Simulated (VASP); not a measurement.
Crystal: ZrGa2S2.

```xyz
5
Lattice="-2.1438 2.1438 5.1462 2.1438 -2.1438 5.1462 2.1438 2.1438 -5.1462" Properties=species:S:1:pos:R:3 pbc="T T T"
Zr    0.0000    0.0000    0.0000
Ga    0.0000    0.0000    6.4721
Ga    0.0000    0.0000    3.8203
S     2.1438    0.0000    2.5731
S     0.0000    2.1438    2.5731
```

The cell was generated, and may not be a known phase.

* Program: VASP 6.6.1
* Task: relaxation of cell and atoms
* Functional: PBE
* Potentials or basis: VASP PAW PBE potentials, release 64 (Zr_sv, Ga_d, S)
* Cutoff: 600 eV
* k mesh: 6 × 6 × 6
* Occupations: gaussian, width 0.1 eV
* Spin: no spin polarisation

At the start: pressure 0.0 GPa; volume 18.92 Å³/atom.

Where does the relaxation end?

Over 17 steps the energy falls by 383.6 meV/atom and the volume is 18.93 Å³/atom (+0.1 %); space group I4/mmm (No. 139, to 0.1 Å) before and after.

Step by step:
| step | energy change (eV) | largest force (eV/Å) | pressure (GPa) | volume (Å³) |
| --- | --- | --- | --- | --- |
| 1 | 0.0000 | 0.5430 | 0.02 | 94.60 |
| 2 | -0.3981 | 0.0367 | -1.37 | 94.39 |
| 3 | -0.5800 | 1.3961 | -1.33 | 93.79 |
| 4 | 0.0070 | 9.6604 | 5.54 | 91.33 |
| 5 | -0.6130 | 1.6190 | -1.21 | 93.65 |
| 6 | -0.6218 | 2.6608 | -0.55 | 93.25 |
| 7 | -0.9534 | 2.8834 | -0.11 | 92.77 |
| 8 | -1.5198 | 3.0551 | 5.91 | 89.96 |
| 9 | -1.5475 | 3.4335 | 2.78 | 91.12 |
| 10 | -1.5810 | 3.3291 | 4.14 | 90.58 |
| 11 | -1.8319 | 0.4577 | 3.04 | 92.37 |
| 12 | -1.8323 | 0.3386 | 3.09 | 92.46 |
| 13 | -1.9034 | 0.2769 | 1.05 | 93.89 |
| 14 | -1.9153 | 0.2348 | -0.24 | 94.95 |
| 15 | -1.9155 | 0.2393 | -0.08 | 94.82 |
| 16 | -1.9172 | 0.1264 | 0.05 | 94.74 |
| 17 | -1.9178 | 0.0244 | 0.14 | 94.67 |

Final structure:
```
Zr Ga S
1.0
    -2.47168    2.47168    3.87418
     2.47168   -2.47168    3.87418
     2.47168    2.47168   -3.87418
Zr Ga S
1 2 2
Cartesian
  0.0000 0.0000 0.0000
  0.0000 0.0000 5.0494
  0.0000 0.0000 2.6989
  2.4717 0.0000 1.9371
  0.0000 2.4717 1.9371
```
